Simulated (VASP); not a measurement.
# SiC (P6_3mc) in VASP: a series of runs, part 2 of 2

VASP 6.6.1. The steps go on from the part before.

## 4. Single point, PBE

Input file INCAR:

```
SYSTEM = SiC
ALGO     = Normal         ! electronic algorithm
EDIFF    = 1E-7           ! SCF threshold, eV
ENCUT    = 520            ! plane-wave cutoff, eV
GGA      = PE             ! functional
ISIF     = 2              ! what is computed and relaxed
ISMEAR   = 0              ! smearing method
LASPH    = .TRUE.         ! aspherical terms in the spheres
LCHARG   = .TRUE.         ! write CHGCAR
LELF     = .TRUE.         ! ELF
LREAL    = .FALSE.        ! projectors in reciprocal space
LVHAR    = .TRUE.       
LWAVE    = .FALSE.        ! write WAVECAR
NBANDS   = 16             ! bands
NELM     = 100            ! most SCF steps
PREC     = Accurate       ! precision mode
SIGMA    = 0.01           ! smearing width, eV
```

Input file KPOINTS:

```
k-points
0
G
  9 9 4
  0 0 0
```

Input file POSCAR:

```
SiC
1.0
    3.0753562392      0.0000000000      0.0000000000
   -1.5376781196      2.6633366288      0.0000000000
    0.0000000000      0.0000000000      5.0481080910
Si C
2 2
Direct
    0.3333333333      0.6666666667     -0.0004083989
    0.6666666667      0.3333333333      0.4995916011
    0.3333333333      0.6666666667      0.3754083989
    0.6666666667      0.3333333333      0.8754083989
```

Potentials or basis: VASP PAW PBE potentials, release 64 (Si, C).

On the command line:

```bash
$ cat potpaw_PBE.64/Si/POTCAR potpaw_PBE.64/C/POTCAR > POTCAR
$ mpirun -np 1 vasp_std > vasp.out
```

OUTCAR:

```text
SYSTEM = SiC
   EDIFF = 1E-7
   ENCUT = 520
   GGA = PE
   ISIF = 2
   ISMEAR = 0
   LASPH = .TRUE.
   LREAL = .FALSE.
   NELM = 100
   PREC = Accurate

 ion  position               nearest neighbor table
   1  0.333  0.667  1.000-   4 1.88   4 1.88   4 1.88   3 1.90   2 3.09   2 3.09   2 3.09   2 3.09
                             2 3.09   2 3.09
   2  0.667  0.333  0.500-   3 1.88   3 1.88   3 1.88   4 1.90   1 3.09   1 3.09   1 3.09   1 3.09
                             1 3.09   1 3.09
   3  0.333  0.667  0.375-   2 1.88   2 1.88   2 1.88   1 1.90
   4  0.667  0.333  0.875-   1 1.88   1 1.88   1 1.88   2 1.90

  LATTYP: Found a hexagonal cell.
 ALAT       =     3.0753562392
 C/A-ratio  =     1.6414710031

  Lattice vectors:

 A1 = (   3.0753562392,   0.0000000000,   0.0000000000)
 A2 = (  -1.5376781196,   2.6633366288,   0.0000000000)
 A3 = (   0.0000000000,   0.0000000000,   5.0481080910)

Analysis of symmetry for initial positions (statically):
=====================================================================
 Subroutine PRICEL returns:
 Original cell was already a primitive cell.

 Routine SETGRP: Setting up the symmetry group for a
 hexagonal supercell.

 Subroutine GETGRP returns: Found 12 space group operations
 (whereof  6 operations were pure point group operations)
 out of a pool of 24 trial point group operations.

The static configuration has the point symmetry C_3v.
 The point group associated with its full space group is C_6v.

Analysis of symmetry for dynamics (positions and initial velocities):
=====================================================================
 Subroutine PRICEL returns:
 Original cell was already a primitive cell.

 Routine SETGRP: Setting up the symmetry group for a
 hexagonal supercell.

 Subroutine GETGRP returns: Found 12 space group operations
 (whereof  6 operations were pure point group operations)
 out of a pool of 24 trial point group operations.

The dynamic configuration has the point symmetry C_3v.
[... 127 lines left out ...]
  Thomas-Fermi vector in A             =   2.329001
   LORBIT       =      0    0 simple, 1 ext, 2 COOP (PROOUT), +10 PAW based schemes
   GGA     = PE    functional components
   LHFCALC =     F    Hartree Fock is set to
   AEXX    =    0.0000 exact exchange contribution
   IVDW    =     0    specifies the selected vdW correction
   LEPSILON=     F    determine dielectric tensor
   LRPA    =     F    only Hartree local field effects (RPA)
 non-spin polarized calculation
 Gauss-broadening in eV      SIGMA  =   0.01
  energy-cutoff  :      520.00
  volume of cell :       41.35
 maximum number of plane-waves:      1124
 NGX is ok and might be reduce to    24
   NGX = 11   NGY = 11   NGZ = 19

 number of electron      16.0000000 magnetization

 Free energy of the ion-electron system (eV)
  ---------------------------------------------------
  ext. energy  EPLUGINS =         0.00000000
  ---------------------------------------------------
  free energy    TOTEN  =       -30.10325574 eV

  energy without entropy =      -30.10325574  energy(sigma->0) =      -30.10325574

 E-fermi :   8.3148     XC(G=0): -11.3520

 val. band max:        8.2644207343   @ k =   0.0000   0.0000   0.0000
 cond. band min:      10.5380601563   @ k =   0.3333   0.3333   0.0000
 fundamental gap:      2.2736394220
 Fermi energy:         8.3147568778

 k-point     1 :       0.0000    0.0000    0.0000
  band No.  band energies     occupation
      1      -7.3083      2.00000
      2      -3.7417      2.00000
      3      -0.4360      2.00000
      4       6.9484      2.00000
      5       6.9484      2.00000
      6       8.1516      2.00000
[... 433 lines left out ...]
      3       1.1281      2.00000
      4       1.1281      2.00000
      5       1.8122      2.00000
      6       3.7555      2.00000
[... 8 lines left out ...]
     15      20.2935      0.00000
     16      20.8349      0.00000

 [... further k-points ...]

------------------------ aborting loop because EDIFF is reached ----------------------------------------

  FORCE on cell =-STRESS in cart. coord.  units (eV):
  Direction    XX          YY          ZZ          XY          YZ          ZX
  --------------------------------------------------------------------------------------
  -------------------------------------------------------------------------------------
  Total        0.9086306      0.9086306      0.8575152      0.0000000      0.0000000      0.0000000
  in kB       35.2085226     35.2085226     33.2278514      0.0000000      0.0000000      0.0000000
  external PRESSURE =      34.5482988 kB  Pullay stress =       0.0000000 kB

 VOLUME and BASIS-vectors are now :
 -----------------------------------------------------------------------------
  energy-cutoff  :      520.00
  volume of cell :       41.35
      direct lattice vectors                 reciprocal lattice vectors
     3.075356239  0.000000000  0.000000000     0.325165582  0.187734436  0.000000000
    -1.537678120  2.663336629  0.000000000     0.000000000  0.375468872  0.000000000
     0.000000000  0.000000000  5.048108091     0.000000000  0.000000000  0.198094015

 POSITION                                       TOTAL-FORCE (eV/Angst)
 -----------------------------------------------------------------------------------
     -0.00000      1.77556      5.04605         0.000000      0.000000      0.001679
      1.53768      0.88778      2.52199        -0.000000     -0.000000      0.001679
     -0.00000      1.77556      1.89510        -0.000000      0.000000     -0.001679
      1.53768      0.88778      4.41916         0.000000      0.000000     -0.001679
 -----------------------------------------------------------------------------------
    total drift:                               -0.000000      0.000000     -0.000126

  FREE ENERGIE OF THE ION-ELECTRON SYSTEM (eV)
  ---------------------------------------------------
  free  energy   TOTEN  =       -30.1032557393 eV

  energy  without entropy=      -30.1032557393  energy(sigma->0) =      -30.10325574
```

stdout:

```text
POSCAR found type information on POSCAR SiC
 POSCAR found :  2 types and       4 ions
 scaLAPACK will be used
 LDA part: xc-table for (Slater+PW92), standard interpolation
 POSCAR, INCAR and KPOINTS ok, starting setup
 FFT: planning ... GRIDC
 FFT: planning ... GRID_SOFT
 FFT: planning ... GRID
 WAVECAR not read
 entering main loop
```

Wall time 35 s (1 thread of Intel Xeon 8259CL, shared host); peak memory 0.16 GiB.

Results:

- Free energy: -30.1033 eV
- Pressure: 3.5 GPa
- Band gap on the k mesh: 2.27 eV, indirect (least direct gap 4.01 eV)

Stress tensor (GPa, compression positive):
```
3.52 0.00 0.00
0.00 3.52 0.00
0.00 0.00 3.32
```

A k mesh can miss the band edges. A hybrid or GW would open this gap; PBE tends to underestimate it.

## 5. Overview

```tsv
level	k mesh	gap on the mesh (eV)	pressure (GPa)
PBE	6 × 6 × 4	2.27	3.5
r2SCAN	6 × 6 × 4	2.66	-0.2
PBE	9 × 9 × 4	2.27	3.5
```

Alike in all rows: task single point; potentials or basis VASP PAW PBE potentials, release 64 (Si, C); no spin polarisation; cell as given; cutoff (eV) 520; smearing gaussian 0.01 eV.

On the cell as given the gap runs from 2.27 eV (PBE) to 2.66 eV (r2SCAN); the meshes differ, which moves gaps too. The pressure there spans -0.2 GPa (r2SCAN) to 3.5 GPa (PBE); a positive pressure means that this level wants a larger cell, a negative one a smaller.

Caveats: the PAW data sets were made with another functional, which shifts forces and pressure a little (some runs).

Absolute energies hang on the potentials; compare differences alone.
